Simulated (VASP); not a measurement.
Write the native input for VASP 6.6.1 that does the following.

```yaml
Task: single point
Functional: PBE
Potentials_or_basis: VASP PAW PBE potentials, release 64 (Ru_pv)
Cutoff: 520 eV
k_mesh: 15 × 15 × 8
Occupations: gaussian, width 0.1 eV
Spin: no spin polarisation
Dipole_correction: no
Further_INCAR_settings: ALGO = Fast; EDIFF = 1e-07; NBANDS = 21
```

The structure of Ru lies in POSCAR:

```
Ru
1.0
    2.7200332038      0.0000000000      0.0000000000
   -1.3600166019      2.3556178536      0.0000000000
    0.0000000000      0.0000000000      4.2956611061
Ru
2
Direct
    0.3333333333      0.6666666667      0.2500000000
    0.6666666667      0.3333333333      0.7500000000
```

These files were run (other wordings do the same):

INCAR

```
SYSTEM = Ru
ALGO = Fast ; EDIFF = 1E-7
ENCUT = 520 ; GGA = PE
ISIF = 2 ; ISMEAR = 0
LASPH = .TRUE. ; LCHARG = .FALSE.
LREAL = .FALSE. ; LWAVE = .FALSE.
NBANDS = 21 ; NELM = 80
PREC = Accurate ; SIGMA = 0.1
```

KPOINTS

```
k-points
0
G
  15 15 8
  0 0 0
```

Potentials or basis: VASP PAW PBE potentials, release 64 (Ru_pv).

Run with:

```bash
$ cat potpaw_PBE.64/Ru_pv/POTCAR > POTCAR
$ mpirun -np 1 vasp_std > vasp.out
```

It gave:

- Pressure: 0.0 GPa
- Band gap on the k mesh: zero (band 14 reaches 14.11 eV, above the bottom of band 15 at 11.11 eV)

Run time: 30 s on 1 thread of Intel(R) Xeon(R) 6975P-C (Granite Rapids), with other jobs on the host, peak memory 0.17 GiB.
